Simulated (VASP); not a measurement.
# Hg (R-3m) in VASP: notebook, part 3 of 3

VASP 6.6.1.

**4. Electric field gradients, LDA (22.70 Å³/atom)**

This run uses another cell than the first one, of 22.70 Å³/atom.

Input file INCAR:

```
ALGO = Normal
EDIFF = 1E-8
ENCUT = 410
GGA = CA
GGA_COMPAT = False
ISIF = 2
ISMEAR = -1
LASPH = True
LCHARG = False
LEFG = True
LREAL = False
LWAVE = False
NBANDS = 16
NELM = 120
PREC = Accurate
SIGMA = 0.03
```

Input file KPOINTS:

```
k-points
0
Gamma
  12 12 12
```

Input file POSCAR:

```
Hg
1.0
    1.7183893641      0.9921125620      2.2190062596
   -1.7183893641      0.9921125620      2.2190062596
    0.0000000000     -1.9842251239      2.2190062596
Hg
1
Direct
    0.0000000000      0.0000000000      0.0000000000
```

Potentials or basis: VASP PAW LDA potentials, release 64 (Hg_sv_GW).

Started as:

```console
$ cat potpaw_LDA.64/Hg_sv_GW/POTCAR > POTCAR
$ mpirun -np 1 vasp_std > vasp.out
```

OUTCAR:

```text
EDIFF = 1E-8
   ENCUT = 410
   GGA = CA
   ISIF = 2
   ISMEAR = -1
   LASPH = True
   LREAL = False
   NELM = 120
   PREC = Accurate

 ion  position               nearest neighbor table
   1  0.000  0.000  0.000-

  LATTYP: Found a trigonal (rhomboedric) cell.
 ALAT       =     2.9767663869
 COS(alpha) =     0.3335253405

  Lattice vectors:

 A1 = (   1.7183893641,   0.9921125620,   2.2190062596)
 A2 = (  -1.7183893641,   0.9921125620,   2.2190062596)
 A3 = (   0.0000000000,  -1.9842251239,   2.2190062596)

Analysis of symmetry for initial positions (statically):
=====================================================================
 Subroutine PRICEL returns:
 Original cell was already a primitive cell.

 Routine SETGRP: Setting up the symmetry group for a
 trigonal (rhombohedral) supercell.

 Subroutine GETGRP returns: Found 12 space group operations
 (whereof 12 operations were pure point group operations)
 out of a pool of 12 trial point group operations.

The static configuration has the point symmetry D_3d.

Analysis of symmetry for dynamics (positions and initial velocities):
=====================================================================
 Subroutine PRICEL returns:
 Original cell was already a primitive cell.

 Routine SETGRP: Setting up the symmetry group for a
 trigonal (rhombohedral) supercell.

 Subroutine GETGRP returns: Found 12 space group operations
 (whereof 12 operations were pure point group operations)
 out of a pool of 12 trial point group operations.

The dynamic configuration has the point symmetry D_3d.

 Subroutine INISYM returns: Found 12 space group operations
 (whereof 12 operations are pure point group operations),
 and found     1 'primitive' translations

----------------------------------------------------------------------------------------

                                     Primitive cell

  volume of cell :      22.6982

  direct lattice vectors                    reciprocal lattice vectors
     1.718389364  0.992112562  2.219006260     0.290970144  0.167991691  0.150217392
    -1.718389364  0.992112562  2.219006260    -0.290970144  0.167991691  0.150217392
     0.000000000 -1.984225124  2.219006260     0.000000000 -0.335983381  0.150217392

  length of vectors
     2.976766387  2.976766387  2.976766387     0.368035457  0.368035457  0.368035457

  position of ions in fractional coordinates (direct lattice)
     0.000000000  0.000000000  0.000000000

  ion indices of the primitive-cell ions
   primitive index   ion index
                 1           1

----------------------------------------------------------------------------------------

 KPOINTS: k-points

Automatic generation of k-mesh.
 Grid dimensions read from file:
 generate k-points for:   12   12   12
[... 63 lines left out ...]
   NELM   =    120;   NELMIN=  2; NELMDL= -5     # of ELM steps
   EDIFF  = 0.1E-07   stopping-criterion for ELM
   LREAL  =      F    real-space projection
   EDIFFG = 0.1E-06   stopping-criterion for IOM
   NSW    =      0    number of steps for IOM
   IBRION =     -1    ionic relax: 0-MD 1-quasi-New 2-CG
   NFREE  =      0    steps in history (QN), initial steepest desc. (CG)
   ISIF   =      2    stress and relaxation
   ISYM   =      2    0-nonsym 1-usesym 2-fastsym
   POTIM  = 0.5000    time-step for ionic-motion
   TEBEG  =    0.0;   TEEND  =   0.0 temperature during run
   PSTRESS=    0.0 pullay stress
   NELECT =      20.0000    total number of electrons
   NUPDOWN=      -1.0000    fix difference up-down
   EMIN   =  10.00;   EMAX   =-10.00  energy-range for DOS
   EFERMI =   0.00;   METHOD = LEGACY
   ISMEAR =    -1;   SIGMA  =   0.03  broadening in eV -4-tet -1-fermi 0-gaus
   EFERMI_NEDOS =   21; number of points for ismear=-14 and -15
   IALGO  =     38    algorithm
   IMIX   =      4    mixing-type and parameters
     AMIX     =   0.40;   BMIX     =  1.00
     AMIX_MAG =   1.60;   BMIX_MAG =  1.00
  volume/ion in A,a.u.               =      22.70       153.18
  Fermi-wavevector in a.u.,A,eV,Ry     =   1.569474  2.965875 33.514523  2.463248
  Thomas-Fermi vector in A             =   2.671351
   LORBIT       =      0    0 simple, 1 ext, 2 COOP (PROOUT), +10 PAW based schemes
   GGA     = CA    functional components
   LHFCALC =     F    Hartree Fock is set to
   AEXX    =    0.0000 exact exchange contribution
   IVDW    =     0    specifies the selected vdW correction
   LEPSILON=     F    determine dielectric tensor
   LRPA    =     F    only Hartree local field effects (RPA)
 non-spin polarized calculation
  energy-cutoff  :      410.00
  volume of cell :       22.70
 maximum number of plane-waves:       442
   NGX =  9   NGY =  9   NGZ =  9

 number of electron      19.9999988 magnetization

 Free energy of the ion-electron system (eV)
  ---------------------------------------------------
  ext. energy  EPLUGINS =         0.00000000
  ---------------------------------------------------
  free energy    TOTEN  =        -0.96226247 eV

  energy without entropy =       -0.96096658  energy(sigma->0) =       -0.96161452

 E-fermi :   6.0761     XC(G=0): -11.9247

 val. band max:        6.0729683872   @ k =  -0.3333   0.5000   0.1667
 cond. band min:       6.1555378541   @ k =   0.5000   0.1667   0.0833
 fundamental gap:      0.0825694669
 Fermi energy:         6.0760877674

 k-point     1 :       0.0000    0.0000    0.0000
  band No.  band energies     occupation
      1    -108.4013      2.00000
      2     -57.0036      2.00000
      3     -56.9989      2.00000
      4     -56.9989      2.00000
      5      -3.3732      2.00000
      6      -1.6818      2.00000
[... 433 lines left out ...]
      3     -57.0126      2.00000
      4     -56.9981      2.00000
      5      -2.0274      2.00000
      6      -1.4984      2.00000
[... 8 lines left out ...]
     15      25.0557      0.00000
     16      25.4946      0.00000

 [... further k-points ...]

------------------------ aborting loop because EDIFF is reached ----------------------------------------

  FORCE on cell =-STRESS in cart. coord.  units (eV):
  Direction    XX          YY          ZZ          XY          YZ          ZX
  --------------------------------------------------------------------------------------
  -------------------------------------------------------------------------------------
  Total       -0.4825006     -0.4825006     -0.5662908      0.0000000     -0.0000000      0.0000000
  in kB      -34.0577662    -34.0577662    -39.9721726      0.0000000     -0.0000000      0.0000000
  external PRESSURE =     -36.0292350 kB  Pullay stress =       0.0000000 kB

 VOLUME and BASIS-vectors are now :
 -----------------------------------------------------------------------------
  energy-cutoff  :      410.00
  volume of cell :       22.70
      direct lattice vectors                 reciprocal lattice vectors
     1.718389364  0.992112562  2.219006260     0.290970144  0.167991691  0.150217392
    -1.718389364  0.992112562  2.219006260    -0.290970144  0.167991691  0.150217392
     0.000000000 -1.984225124  2.219006260     0.000000000 -0.335983381  0.150217392

 POSITION                                       TOTAL-FORCE (eV/Angst)
 -----------------------------------------------------------------------------------
      0.00000      0.00000      0.00000         0.000000      0.000000      0.000000
 -----------------------------------------------------------------------------------
    total drift:                               -0.000000      0.000000     -0.000000

  FREE ENERGIE OF THE ION-ELECTRON SYSTEM (eV)
  ---------------------------------------------------
  free  energy   TOTEN  =        -0.9622624672 eV

  energy  without entropy=       -0.9609665789  energy(sigma->0) =       -0.96161452

 Electric field gradients (V/A^2)
---------------------------------------------------------------------
 ion       V_xx      V_yy      V_zz      V_xy      V_xz      V_yz
---------------------------------------------------------------------
   1      70.696    70.696  -141.392     0.000     0.000    -0.000
---------------------------------------------------------------------

 Electric field gradients after diagonalization (V/A^2)
 (convention: |V_zz| > |V_xx| > |V_yy|)
----------------------------------------------------------------------
 ion       V_xx      V_yy      V_zz     asymmetry (V_yy - V_xx)/ V_zz
----------------------------------------------------------------------
   1      70.696    70.696  -141.392       0.000
----------------------------------------------------------------------

           NMR quadrupolar parameters

 Cq : quadrupolar parameter    Cq=e*Q*V_zz/h
 eta: asymmetry parameters     (V_yy - V_xx)/ V_zz
 Q  : nuclear electric quadrupole moment in mb (millibarn)
----------------------------------------------------------------------
 ion       Cq(MHz)       eta       Q (mb)
----------------------------------------------------------------------
   1      -0.342       0.000       1.000
----------------------------------------------------------------------
```

OSZICAR:

```text
N       E                     dE             d eps       ncg     rms          rms(c)
DAV:   1     0.245994914623E+03    0.24599E+03   -0.11190E+04  6448   0.142E+03
DAV:   2     0.125210241441E+02   -0.23347E+03   -0.21803E+03  6144   0.559E+02
DAV:   3    -0.617814437570E+00   -0.13139E+02   -0.13090E+02  8656   0.123E+02
DAV:   4    -0.101503888770E+01   -0.39722E+00   -0.39720E+00  6728   0.246E+01
DAV:   5    -0.103221607388E+01   -0.17177E-01   -0.17177E-01  9080   0.458E+00    0.262E+01
DAV:   6    -0.970201769574E+00    0.62014E-01   -0.12071E-01  9408   0.616E+00    0.152E+01
DAV:   7    -0.962874358344E+00    0.73274E-02   -0.18740E-02  9824   0.161E+00    0.124E+00
DAV:   8    -0.962276352368E+00    0.59801E-03   -0.26264E-03  8856   0.112E+00    0.862E-02
DAV:   9    -0.962262964907E+00    0.13387E-04   -0.69986E-05  7456   0.111E-01    0.121E-02
DAV:  10    -0.962262436557E+00    0.52835E-06   -0.41653E-06  8536   0.475E-02    0.220E-03
DAV:  11    -0.962262469589E+00   -0.33032E-07   -0.98021E-08  7936   0.668E-03    0.120E-03
DAV:  12    -0.962262467219E+00    0.23701E-08   -0.76334E-09  5656   0.205E-03
   1 F= -.96226247E+00 E0= -.96161452E+00  d E =-.129589E-02
```

stdout:

```text
POSCAR found type information on POSCAR Hg
 POSCAR found :  1 types and       1 ions
 scaLAPACK will be used
 LDA part: xc-table for (Slater(with rela. corr.)+CA(PZ))
 , standard interpolation
 POSCAR, INCAR and KPOINTS ok, starting setup
 FFT: planning ... GRIDC
 FFT: planning ... GRID_SOFT
 FFT: planning ... GRID
 WAVECAR not read
 entering main loop
ion   1
```

Wall time 60 s (1 thread of AMD EPYC 7R43 (Zen 3), shared host); peak memory 0.13 GiB.

What came out:

| Quantity | Value |
| --- | --- |
| Free energy | -0.9623 eV |
| Pressure | -3.6 GPa |
| Band gap on the k mesh | zero (bands 10 and 11 overlap by 3.40 eV) |
| Largest electric field gradient by atom | Hg -141.4 V/Å² |

Stress tensor (GPa, compression positive):
```
-3.41  0.00  0.00
 0.00 -3.41  0.00
 0.00  0.00 -4.00
```

Electric field gradients, principal values (V/Å²):
| atom | least | middle | greatest (by size) |
| --- | --- | --- | --- |
| 1 Hg | 70.696 | 70.696 | -141.392 |

Caveat: the cell stands under tension; without QUAD_EFG the Cq values of the log hold for a quadrupole moment of 1 mb, not for the nuclei; spin-orbit coupling is left out, which moves the levels of the heavy elements.

**5. Summary**

```csv
cell,gap on the mesh (eV),pressure (GPa)
"a = 2.936 Å, angles 70.5°, 1 atom",none,-1.2
"a = 3.007 Å, angles 70.5°, 1 atom",none,-4.8
"a = 2.977 Å, angles 70.5°, 1 atom",none,-3.6
```

Alike in all rows: task electric field gradients; level LDA; potentials or basis VASP PAW LDA potentials, release 64 (Hg_sv_GW); no spin polarisation; k mesh 12 × 12 × 12; cutoff (eV) 410; smearing fermi-dirac 0.03 eV.

Caveats: spin-orbit coupling is left out, which moves the levels of the heavy elements; the cell stands under tension (at least some runs).

Absolute energies hang on the potentials; compare differences alone.

The gap in the log of VASP goes by the Fermi energy; the results here count the filled bands.